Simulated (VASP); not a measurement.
**Na: single point with PBE**

Crystal: Na.

```xyz
2
Lattice="0.0000 3.7918 3.7918 3.7918 0.0000 3.7918 3.7918 3.7918 0.0000" Properties=species:S:1:pos:R:3 pbc="T T T"
Na    3.7918    3.7918    3.7918
Na    5.6877    5.6877    5.6877
```

| Property | Result |
| --- | --- |
| Program | VASP 6.6.1 |
| Task | single point |
| Functional | PBE |
| Potentials or basis | VASP PAW PBE potentials, release 64 (Na_pv) |
| Cutoff | 520 eV |
| k mesh | 12 × 12 × 12 |
| Occupations | gaussian, width 0.1 eV |
| Spin | no spin polarisation |

| Property | Result |
| --- | --- |
| Pressure | 0.0 GPa |
| Band gap on the k mesh | zero (band 7 reaches -0.19 eV, above the bottom of band 8 at -0.91 eV) |

Levels at points of the mesh, in eV from the Fermi level:
| k point | band 4 | band 5 | band 6 | band 7 | band 8 | band 9 | band 10 | band 11 |
| --- | --- | --- | --- | --- | --- | --- | --- | --- |
| (0.00, 0.00, 0.00) | -25.39 | -25.39 | -25.39 | -2.55 | 4.57 | 4.57 | 4.57 | 4.89 |
| (0.50, 0.00, 0.00) | -25.40 | -25.39 | -25.39 | -0.83 | -0.31 | 3.84 | 3.84 | 4.60 |
| (0.50, 0.50, 0.00) | -25.41 | -25.39 | -25.39 | 0.03 | 0.03 | 2.38 | 2.38 | 3.01 |

It took 73 s on 1 thread of Oxide Virtual Turin-like Processor, with other jobs on the host, peak memory 0.24 GiB.
